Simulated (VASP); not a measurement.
A run of VASP 6.6.1 is set up as follows.

File INCAR:

```
SYSTEM = Cu
PREC = Accurate ; ENCUT = 520
EDIFF = 1E-6 ; ISMEAR = -1
SIGMA = 0.05 ; LREAL = .FALSE.
LASPH = .TRUE. ; NELM = 60
ALGO = Normal ; ISIF = 2
LWAVE = .FALSE. ; LCHARG = .FALSE.
GGA = PS ; NBANDS = 12
```

File KPOINTS:

```
regular mesh
0
G
  14 14 14
  0 0 0
```

Contents of POSCAR:

```
Cu
1.0
   -1.4298524554      1.4298524554      1.3637388015
    1.4298524554     -1.4298524554      1.3637388015
    1.4298524554      1.4298524554     -1.3637388015
Cu
1
Direct
    0.0000000000      0.0000000000      0.0000000000
```

Potentials or basis: VASP PAW PBE potentials, release 64 (Cu).

Launch:

```console
$ cat potpaw_PBE.64/Cu/POTCAR > POTCAR
$ mpirun -np 1 vasp_std > vasp.out
```

Q: Predict the pressure.

A: 3.9 GPa.

Stress tensor (GPa, compression positive):
```
4.08 0.00 0.00
0.00 4.08 0.00
0.00 0.00 3.56
```

Caveat: the PAW data sets were made with another functional, which shifts forces and pressure a little.
